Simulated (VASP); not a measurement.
# BAs (I-4m2) in VASP: notebook

The runs below take BAs through single point, with r2SCAN.

Program: VASP 6.6.1. These are calculated values, not measurements. Logs are shortened: lines on timing, memory, paths and dates and some standing lists are left out, and cuts for length are marked.

## Step 1: The cell of the first run

The structure is tetragonal, space group I-4m2 (No. 119). Conventional cell: a = 3.112 Å, b = 3.112 Å, c = 4.592 Å, α = 90.00°, β = 90.00°, γ = 90.00°. B (site symmetry -4m2) has 4 As at 1.93 Å within 2.6 Å. As (site symmetry -4m2) has 4 B at 1.93 Å within 2.6 Å.

## Step 2: Single point, r2SCAN (strain -0.080 along x and y, -0.040 along z)

POSCAR reads:

```
BAs
1.0
    0.0000000000      2.2005638205      2.2962405084
    2.2005638205      0.0000000000      2.2962405084
    2.2005638205      2.2005638205      0.0000000000
B As
1 1
Direct
    0.0000000000      0.0000000000      0.0000000000
    0.7500000000      0.7500000000      0.7500000000
```

INCAR.step1 reads:

```
SYSTEM = BAs
ALGO = Normal
EDIFF = 1E-4
ENCUT = 520
GGA = PE
ISMEAR = 0
LASPH = .TRUE.
LCHARG = .FALSE.
LREAL = .FALSE.
LWAVE = .TRUE.
NBANDS = 11
NELM = 100
PREC = Accurate
SIGMA = 0.05
```

INCAR.step2 reads:

```
SYSTEM = BAs
ALGO = Normal
EDIFF = 1E-6
ENCUT = 520
ISIF = 2
ISMEAR = 0
ISTART = 1
LASPH = .TRUE.
LCHARG = .TRUE.
LELF = .TRUE.
LMIXTAU = .TRUE.
LREAL = .FALSE.
LVHAR = .TRUE.
LWAVE = .FALSE.
METAGGA = R2SCAN
NBANDS = 11
NELM = 100
PREC = Accurate
SIGMA = 0.05
```

KPOINTS reads:

```
k-points
0
G
  10 10 10
  0 0 0
```

Potentials or basis: VASP PAW PBE potentials, release 64 (B, As).

Run with:

```bash
$ cat potpaw_PBE.64/B/POTCAR potpaw_PBE.64/As/POTCAR > POTCAR
$ cp INCAR.step1 INCAR
$ mpirun -np 1 vasp_std > vasp.out
$ cp INCAR.step2 INCAR
$ mpirun -np 1 vasp_std > vasp.out
```

OUTCAR:

```text
SYSTEM = BAs
   EDIFF = 1E-6
   ENCUT = 520
   ISIF = 2
   ISMEAR = 0
   ISTART = 1
   LASPH = .TRUE.
   LREAL = .FALSE.
   METAGGA = R2SCAN
   NELM = 100
   PREC = Accurate

 ion  position               nearest neighbor table
   1  0.000  0.000  0.000-   2 1.93   2 1.93   2 1.93   2 1.93
   2  0.750  0.750  0.750-   1 1.93   1 1.93   1 1.93   1 1.93

  LATTYP: Found a body centered tetragonal cell.
 ALAT       =     3.1120671998
 C/A-ratio  =     1.4757011086

  Lattice vectors:

 A1 = (  -2.2005638205,   0.0000000000,   2.2962405084)
 A2 = (   2.2005638205,   0.0000000000,   2.2962405084)
 A3 = (   0.0000000000,   2.2005638205,  -2.2962405084)

Analysis of symmetry for initial positions (statically):
=====================================================================
 Subroutine PRICEL returns:
 Original cell was already a primitive cell.

 Routine SETGRP: Setting up the symmetry group for a
 body centered tetragonal supercell.

 Subroutine GETGRP returns: Found  8 space group operations
 (whereof  8 operations were pure point group operations)
 out of a pool of 16 trial point group operations.

The static configuration has the point symmetry D_2d.

Analysis of symmetry for dynamics (positions and initial velocities):
=====================================================================
 Subroutine PRICEL returns:
 Original cell was already a primitive cell.

 Routine SETGRP: Setting up the symmetry group for a
 body centered tetragonal supercell.

 Subroutine GETGRP returns: Found  8 space group operations
 (whereof  8 operations were pure point group operations)
 out of a pool of 16 trial point group operations.

The dynamic configuration has the point symmetry D_2d.

 Subroutine INISYM returns: Found  8 space group operations
 (whereof  8 operations are pure point group operations),
 and found     1 'primitive' translations

----------------------------------------------------------------------------------------

                                     Primitive cell

  volume of cell :      22.2390

  direct lattice vectors                    reciprocal lattice vectors
     0.000000000  2.200563821  2.296240508    -0.227214496  0.227214496  0.217747226
     2.200563821  0.000000000  2.296240508     0.227214496 -0.227214496  0.217747226
     2.200563821  2.200563821  0.000000000     0.227214496  0.227214496 -0.217747226

  length of vectors
     3.180440473  3.180440473  3.112067200     0.388158098  0.388158098  0.388158098

  position of ions in fractional coordinates (direct lattice)
     0.000000000  0.000000000  0.000000000
     0.750000000  0.750000000  0.750000000

  ion indices of the primitive-cell ions
   primitive index   ion index
                 1           1
                 2           2

----------------------------------------------------------------------------------------

 KPOINTS: k-points

Automatic generation of k-mesh.
 Grid dimensions read from file:
 generate k-points for:   10   10   10

 Generating k-lattice:

  Cartesian coordinates                     Fractional coordinates (reciprocal lattice)
    -0.022721450  0.022721450  0.021774723     0.100000000  0.000000000  0.000000000
     0.022721450 -0.022721450  0.021774723     0.000000000  0.100000000  0.000000000
     0.022721450  0.022721450 -0.021774723     0.000000000  0.000000000  0.100000000

  Length of vectors
     0.038815810  0.038815810  0.038815810

  Shift w.r.t. Gamma in fractional coordinates (k-lattice)
     0.000000000  0.000000000  0.000000000

 Subroutine IBZKPT returns following result:
 ===========================================

 Found    102 irreducible k-points:

 Following reciprocal coordinates:
            Coordinates               Weight
  0.000000  0.000000  0.000000      1.000000
  0.100000  0.000000  0.000000      8.000000
  0.200000  0.000000  0.000000      8.000000
  0.300000  0.000000  0.000000      8.000000
  0.400000 -0.000000  0.000000      8.000000
  0.500000 -0.000000  0.000000      4.000000
[... 16 lines left out ...]
  0.300000  0.300000  0.000000      2.000000
  0.400000  0.300000  0.000000      8.000000
 [... further k-points ...]
   k-points           NKPTS =    102   k-points in BZ     NKDIM =    102   number of bands    NBANDS=     11
   number of dos      NEDOS =    301   number of ions     NIONS =      2
   total plane-waves  NPLWV =  13824
   dimension x,y,z NGX =    24 NGY =   24 NGZ =   24
   dimension x,y,z NGXF=    48 NGYF=   48 NGZF=   48
   ions per type =               1   1
   NGX,Y,Z   is equivalent  to a cutoff of  12.55, 12.55, 12.82 a.u.
   NGXF,Y,Z  is equivalent  to a cutoff of  25.09, 25.09, 25.64 a.u.
 SYSTEM =  BAs
   PREC   = accura    normal or accurate (medium, high low for compatibility)
   ISTART =      1    job   : 0-new  1-cont  2-samecut
   ICHARG =      0    charge: 1-file 2-atom 10-const
   ISPIN  =      1    spin polarized calculation?
   LNONCOLLINEAR =      F non collinear calculations
   LSORBIT =      F    spin-orbit coupling
   LASPH  =      T    aspherical Exc in radial PAW
   ENCUT  =  520.0 eV  38.22 Ry    6.18 a.u.   5.91  5.91  5.79*2*pi/ulx,y,z
   NELM   =    100;   NELMIN=  2; NELMDL=  0     # of ELM steps
   EDIFF  = 0.1E-05   stopping-criterion for ELM
   LREAL  =      F    real-space projection
   EDIFFG = 0.1E-04   stopping-criterion for IOM
   NSW    =      0    number of steps for IOM
   IBRION =     -1    ionic relax: 0-MD 1-quasi-New 2-CG
   NFREE  =      0    steps in history (QN), initial steepest desc. (CG)
   ISIF   =      2    stress and relaxation
   ISYM   =      2    0-nonsym 1-usesym 2-fastsym
   POTIM  = 0.5000    time-step for ionic-motion
   TEBEG  =    0.0;   TEEND  =   0.0 temperature during run
   PSTRESS=    0.0 pullay stress
   NELECT =       8.0000    total number of electrons
   NUPDOWN=      -1.0000    fix difference up-down
   EMIN   =  10.00;   EMAX   =-10.00  energy-range for DOS
   EFERMI =   0.00;   METHOD = LEGACY
   ISMEAR =     0;   SIGMA  =   0.05  broadening in eV -4-tet -1-fermi 0-gaus
   EFERMI_NEDOS =   21; number of points for ismear=-14 and -15
   IALGO  =     38    algorithm
   IMIX   =      4    mixing-type and parameters
     AMIX     =   0.40;   BMIX     =  1.00
     AMIX_MAG =   1.60;   BMIX_MAG =  1.00
  volume/ion in A,a.u.               =      11.12        75.04
  Fermi-wavevector in a.u.,A,eV,Ry     =   1.164304  2.200216 18.444110  1.355604
  Thomas-Fermi vector in A             =   2.300844
   LORBIT       =      0    0 simple, 1 ext, 2 COOP (PROOUT), +10 PAW based schemes
   METAGGA = R2SCAN    functional components
   LHFCALC =     F    Hartree Fock is set to
   AEXX    =    0.0000 exact exchange contribution
   IVDW    =     0    specifies the selected vdW correction
   LEPSILON=     F    determine dielectric tensor
   LRPA    =     F    only Hartree local field effects (RPA)
 non-spin polarized calculation
 Gauss-broadening in eV      SIGMA  =   0.05
  energy-cutoff  :      520.00
  volume of cell :       22.24
 maximum number of plane-waves:       613
   NGX = 11   NGY = 11   NGZ = 11

 number of electron       8.0000000 magnetization

 Free energy of the ion-electron system (eV)
  ---------------------------------------------------
  ext. energy  EPLUGINS =         0.00000000
  ---------------------------------------------------
  free energy    TOTEN  =       -21.61567264 eV

  energy without entropy =      -21.61567264  energy(sigma->0) =      -21.61567264

 E-fermi :   8.9054     XC(G=0): -12.0837

 val. band max:        8.6716703151   @ k =   0.0000   0.0000   0.0000
 cond. band min:       9.4209053340   @ k =   0.4000   0.0000   0.4000
 fundamental gap:      0.7492350189
 Fermi energy:         8.9053509127

 k-point     1 :       0.0000    0.0000    0.0000
  band No.  band energies     occupation
      1      -9.7651      2.00000
      2       8.1581      2.00000
      3       8.6717      2.00000
      4       8.6717      2.00000
      5      12.1365      0.00000
      6      12.1365      0.00000
      7      12.4338      0.00000
      8      16.4405      0.00000
      9      20.1884      0.00000
     10      22.0041      0.00000
     11      23.5127      0.00000

 k-point     2 :       0.1000    0.0000    0.0000
  band No.  band energies     occupation
      1      -9.5594      2.00000
      2       6.8232      2.00000
      3       7.9437      2.00000
      4       8.2852      2.00000
      5      12.5735      0.00000
      6      12.6746      0.00000
      7      13.0437      0.00000
      8      16.9672      0.00000
      9      20.8135      0.00000
     10      21.0845      0.00000
     11      22.0580      0.00000

 k-point     3 :       0.2000    0.0000    0.0000
  band No.  band energies     occupation
      1      -8.9487      2.00000
      2       3.9950      2.00000
      3       7.1344      2.00000
      4       7.5890      2.00000
      5      12.8359      0.00000
      6      13.6297      0.00000
      7      13.7818      0.00000
      8      18.0571      0.00000
      9      20.2959      0.00000
     10      20.9989      0.00000
     11      22.0852      0.00000

 k-point     4 :       0.3000    0.0000    0.0000
  band No.  band energies     occupation
      1      -7.9622      2.00000
      2       1.1715      2.00000
      3       6.4420      2.00000
      4       7.0003      2.00000
      5      12.7162      0.00000
      6      14.0316      0.00000
      7      14.1258      0.00000
      8      18.6762      0.00000
      9      21.2497      0.00000
     10      21.4327      0.00000
     11      22.4748      0.00000
[... 239 lines left out ...]
 k-point    22 :      -0.2000    0.2000    0.0000
  band No.  band energies     occupation
      1      -7.5748      2.00000
      2       1.9539      2.00000
      3       3.0392      2.00000
      4       7.1949      2.00000
      5      13.8511      0.00000
      6      14.4526      0.00000
      7      15.4691      0.00000
      8      17.2161      0.00000
      9      19.3682      0.00000
     10      23.4058      0.00000
     11      25.7818      0.00000

 k-point    23 :       0.3000    0.3000    0.0000
  band No.  band energies     occupation
      1      -7.4716      2.00000
      2       2.2498      2.00000
      3       4.6494      2.00000
      4       4.6494      2.00000
      5      10.3563      0.00000
      6      12.6433      0.00000
      7      18.8932      0.00000
      8      18.8932      0.00000
      9      22.0063      0.00000
     10      25.9075      0.00000
     11      27.0829      0.00000

 k-point    24 :       0.4000    0.3000    0.0000
  band No.  band energies     occupation
      1      -6.5554      2.00000
      2       0.7666      2.00000
      3       3.5175      2.00000
      4       4.3009      2.00000
      5      10.7043      0.00000
      6      12.5462      0.00000
      7      19.4880      0.00000
      8      19.6605      0.00000
      9      23.0840      0.00000
     10      26.7667      0.00000
     11      27.9859      0.00000

 [... further k-points ...]

------------------------ aborting loop because EDIFF is reached ----------------------------------------

  FORCE on cell =-STRESS in cart. coord.  units (eV):
  Direction    XX          YY          ZZ          XY          YZ          ZX
  --------------------------------------------------------------------------------------
  -------------------------------------------------------------------------------------
  Total        6.8397795      6.8397795      5.1896543      0.0000000      0.0000000     -0.0000000
  in kB      492.7621879    492.7621879    373.8812666      0.0000000      0.0000000     -0.0000000
  external PRESSURE =     453.1352142 kB  Pullay stress =       0.0000000 kB

 VOLUME and BASIS-vectors are now :
 -----------------------------------------------------------------------------
  energy-cutoff  :      520.00
  volume of cell :       22.24
      direct lattice vectors                 reciprocal lattice vectors
     0.000000000  2.200563821  2.296240508    -0.227214496  0.227214496  0.217747226
     2.200563821  0.000000000  2.296240508     0.227214496 -0.227214496  0.217747226
     2.200563821  2.200563821  0.000000000     0.227214496  0.227214496 -0.217747226

 POSITION                                       TOTAL-FORCE (eV/Angst)
 -----------------------------------------------------------------------------------
      0.00000      0.00000      0.00000         0.000000      0.000000     -0.000000
      3.30085      3.30085      3.44436        -0.000000     -0.000000      0.000000
 -----------------------------------------------------------------------------------
    total drift:                                0.000000      0.000000     -0.000000

  FREE ENERGIE OF THE ION-ELECTRON SYSTEM (eV)
  ---------------------------------------------------
  free  energy   TOTEN  =       -21.6156726380 eV

  energy  without entropy=      -21.6156726380  energy(sigma->0) =      -21.61567264
```

It took 54 s on 1 thread of AMD EPYC 9R45 (Zen 5), shared host; peak memory 0.13 GiB.

What came out:

```yaml
Free_energy: -21.6157 eV
Pressure: 45.3 GPa
Band_gap_on_the_k_mesh: 0.75 eV (least direct gap 3.46 eV)
```

Stress tensor (GPa, compression positive):
```
49.28  0.00  0.00
 0.00 49.28  0.00
 0.00  0.00 37.39
```

Caveat: the cell differs from its parent crystal (strain -0.080 along x and y, -0.040 along z); the cell stands under pressure; the PAW data sets were made with another functional, which shifts forces and pressure a little. A k mesh can miss the band edges.

[end of part 1 of 2]
